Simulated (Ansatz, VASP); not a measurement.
**One calculation of CoSi2, two programs**

```
Co Si
1.0
     0.00000    2.68157    2.68157
     2.68157    0.00000    2.68157
     2.68157    2.68157    0.00000
Co Si
1 2
Cartesian
  0.0000 0.0000 0.0000
  1.3408 1.3408 1.3408
  4.0223 4.0223 4.0223
```

Alike in both runs: task single point; functional PBE; k mesh 12 × 12 × 12; occupations gaussian, width 0.05 eV; no spin polarisation.

|  | VASP | Ansatz |
| --- | --- | --- |
| version | VASP 6.6.1 | Ansatz 0.2.0 |
| potentials or method | VASP PAW PBE potentials, release 64 (Co, Si), cutoff 520 eV | scalar-relativistic, plane waves, PAW |
| valence electrons in the cell | 17 | 25 |

VASP gave:

```
gap on the k mesh at the Fermi level (eV) : none
pressure (GPa)                            : -0.6
```

Q: Which values does Ansatz return?

A: gap on the k mesh at the Fermi level (eV): none; pressure (GPa): -0.3.

A gap of «none» marks a metal or a gap that the smearing closes. With one functional, cell and mesh, what is left measures potentials, basis and numerics. VASP's potentials hold 17 valence electrons a cell and Ansatz's 25, so a difference there can come from the potentials and not from the codes.
